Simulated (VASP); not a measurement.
# B (P6/mmm) in VASP: further runs, part 2 of 2

VASP 6.6.1. The steps go on from the part before.

### Step 5. Relaxation of cell and atoms, PBE

This run uses another cell than the first one, of 9.98 Å³/atom.

Input file INCAR:

```
PREC = Accurate
ENCUT = 600
EDIFF = 1E-6
ISMEAR = 0
SIGMA = 0.1
LREAL = False
LASPH = True
NELM = 80
ALGO = Normal
ISIF = 3
LWAVE = False
LCHARG = False
GGA = PE
IBRION = 2
NSW = 100
EDIFFG = -0.01
```

Input file KPOINTS:

```
regular mesh
0
Gamma
  36 36 14
```

Input file POSCAR:

```
B
1.0
    1.7113014748      0.0000000000      0.0000000000
   -0.8556507374      1.4820305507      0.0000000000
    0.0000000000      0.0000000000      3.9346418976
B
1
Direct
    0.0000000000      0.0000000000      0.0000000000
```

Potentials or basis: VASP PAW PBE potentials, release 64 (B).

Started as:

```sh
$ cat potpaw_PBE.64/B/POTCAR > POTCAR
$ mpirun -np 1 vasp_std > vasp.out
```

OUTCAR:

```text
PREC = Accurate
   ENCUT = 600
   EDIFF = 1E-6
   ISMEAR = 0
   LREAL = False
   LASPH = True
   NELM = 80
   ISIF = 3
   GGA = PE
   IBRION = 2
   NSW = 100
   EDIFFG = -0.01

 ion  position               nearest neighbor table
   1  0.000  0.000  0.000-

  LATTYP: Found a hexagonal cell.
 ALAT       =     1.7113014748
 C/A-ratio  =     2.2992102534

  Lattice vectors:

 A1 = (   1.7113014748,   0.0000000000,   0.0000000000)
 A2 = (  -0.8556507374,   1.4820305507,   0.0000000000)
 A3 = (   0.0000000000,   0.0000000000,   3.9346418976)

Analysis of symmetry for initial positions (statically):
=====================================================================
 Subroutine PRICEL returns:
 Original cell was already a primitive cell.

 Routine SETGRP: Setting up the symmetry group for a
 hexagonal supercell.

 Subroutine GETGRP returns: Found 24 space group operations
 (whereof 24 operations were pure point group operations)
 out of a pool of 24 trial point group operations.

The static configuration has the point symmetry D_6h.

[... 167 lines left out ...]
  -------------------------------------------------------------------------------------
  Total        0.0124222      0.0124222      0.0038068      0.0000000      0.0000000      0.0000000
  in kB        1.9944373      1.9944373      0.6111939      0.0000000      0.0000000      0.0000000
  external PRESSURE =       1.5333561 kB  Pullay stress =       0.0000000 kB
[... 57 lines left out ...]
--------------------------------------- Ionic step        3  -------------------------------------------

 number of electron       3.0000000 magnetization

 Free energy of the ion-electron system (eV)
  ---------------------------------------------------
  ext. energy  EPLUGINS =         0.00000000
  ---------------------------------------------------
  free energy    TOTEN  =        -6.00012119 eV

  energy without entropy =       -5.99914196  energy(sigma->0) =       -5.99963157

 E-fermi :   4.5761     XC(G=0):  -9.5532

 val. band max:        4.5638471031   @ k =   0.2222   0.1667   0.1429
 cond. band min:       4.5775697680   @ k =   0.3611   0.2222   0.2857
 fundamental gap:      0.0137226649
 Fermi energy:         4.5761063149

 k-point     1 :       0.0000    0.0000    0.0000
  band No.  band energies     occupation
      1     -12.4962      2.00000
      2      -2.4720      2.00000
      3       6.6415      0.00000
      4      26.2754      0.00000
      5      29.1132      0.00000
[... 177 lines left out ...]
 k-point    24 :       0.1389    0.0278    0.0000
  band No.  band energies     occupation
      1     -11.4047      2.00000
      2      -0.9159      2.00000
      3       8.0299      0.00000
      4      23.9178      0.00000
      5      26.1766      0.00000

 [... further k-points ...]

------------------------ aborting loop because EDIFF is reached ----------------------------------------

  FORCE on cell =-STRESS in cart. coord.  units (eV):
  Direction    XX          YY          ZZ          XY          YZ          ZX
  --------------------------------------------------------------------------------------
  -------------------------------------------------------------------------------------
  Total       -0.0007151     -0.0007151      0.0039609      0.0000000     -0.0000000     -0.0000000
  in kB       -0.1147461     -0.1147461      0.6355412      0.0000000     -0.0000000     -0.0000000
  external PRESSURE =       0.1353497 kB  Pullay stress =       0.0000000 kB
[... 16 lines left out ...]
  FREE ENERGIE OF THE ION-ELECTRON SYSTEM (eV)
  ---------------------------------------------------
  free  energy   TOTEN  =        -6.0001211913 eV

  energy  without entropy=       -5.9991419576  energy(sigma->0) =       -5.99963157

 reached required accuracy - stopping structural energy minimisation
```

CONTCAR:

```text
B
   1.00000000000000
     1.7117719098220887    0.0000000000000000    0.0000000000000000
    -0.8558859549110444    1.4824379593799499    0.0000000000000000
     0.0000000000000000    0.0000000000000000    3.9349733620479417
  B
     1
Direct
     0.0000000000000000    0.0000000000000000    1.0000000000000000

  0.00000000E+00  0.00000000E+00  0.00000000E+00
```

It took 39 s on 1 thread of Intel Xeon Platinum 8488C (Sapphire Rapids), shared host; peak memory 0.17 GiB.

What came out:

```
Free energy                           : -6.0001 eV
Relaxed volume                        : 9.99 Å³/atom
Relaxed cell                          : a = 1.712 Å, b = 1.712 Å, c = 3.935 Å, α = 90.00°, β = 90.00°, γ = 120.00°
Space group after relaxing (to 0.1 Å) : P6/mmm (No. 191)
Energy gained by relaxing             : 0.0 meV/atom
Ionic steps                           : 3
Pressure after relaxing               : 0.0 GPa
Band gap on the k mesh                : zero (an odd number of electrons rules out a gap without spin polarisation)
```

Final structure:
```
CELL_PARAMETERS angstrom
1.71177 0.00000 0.00000
-0.85589 1.48244 0.00000
0.00000 0.00000 3.93497
ATOMIC_POSITIONS crystal
B 0.00000 0.00000 0.00000
```

Caveat: an odd number of electrons without spin polarisation forces a metal; a magnetic or distorted state may lie lower.

### Step 6. The runs side by side

```tsv
task	cell	k mesh	cutoff (eV)	gap on the mesh (eV)	pressure (GPa)	relaxed volume (Å³/atom)
single point	a = 1.712, b = 1.712, c = 3.995 Å, angles 90.0, 90.0, 120.0°, 1 atom	36 × 36 × 14	520	none	0.0	-
single point	a = 1.711, b = 1.711, c = 3.935 Å, angles 90.0, 90.0, 120.0°, 1 atom	33 × 33 × 24	520	none	-0.1	-
relaxation of cell and atoms	relaxed from a = 1.840, b = 1.840, c = 2.215 Å, angles 90.0, 90.0, 120.0°, 1 atom	33 × 33 × 24	600	none	-0.1	8.80
relaxation of cell and atoms	relaxed from a = 1.711, b = 1.711, c = 3.935 Å, angles 90.0, 90.0, 120.0°, 1 atom	36 × 36 × 14	600	none	0.0	9.99
```

Alike in all rows: level PBE; potentials or basis VASP PAW PBE potentials, release 64 (B); no spin polarisation; smearing gaussian 0.1 eV.

Caveats: an odd number of electrons without spin polarisation forces a metal; a magnetic or distorted state may lie lower; the volume moved by over 15 % at a fixed basis, so the end points are rough (at least some runs).

Absolute energies hang on the potentials; compare differences alone.
